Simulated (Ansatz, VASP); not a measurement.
# Two plane-wave programs on TaTe

```xyz
2
Lattice="0.0000 3.1172 3.1172 3.1172 0.0000 3.1172 3.1172 3.1172 0.0000" Properties=species:S:1:pos:R:3 pbc="T T T"
Ta    0.0000    0.0000    0.0000
Te    1.5586    1.5586    1.5586
```

Alike in both runs: task single point; functional PBE; k mesh 10 × 10 × 10; occupations gaussian, width 0.05 eV; collinear spin.

|  | VASP | Ansatz |
| --- | --- | --- |
| version | VASP 6.6.1 | Ansatz 0.2.0 |
| potentials or method | VASP PAW PBE potentials, release 64 (Ta_pv, Te), cutoff 520 eV | scalar-relativistic, plane waves, PAW |
| valence electrons in the cell | 17 | 29 |

Ansatz gave:

- gap on the k mesh at the Fermi level (eV): none
- pressure (GPa): 2.9
- net moment per atom (μB): 0.97
- size of the moment on the site where the two differ most (μB): 1.17

Estimate VASP's values.

gap on the k mesh at the Fermi level (eV): none; pressure (GPa): 2.9; net moment per atom (μB): 0.97; size of the moment on the site where the two differ most (μB): 1.33.

Site moments also hang on the region over which each program counts them. A gap of «none» marks a metal or a gap that the smearing closes. VASP's potentials hold 17 valence electrons a cell and Ansatz's 29, so a difference there can come from the potentials and not from the codes.

Neither program's run includes spin-orbit coupling.
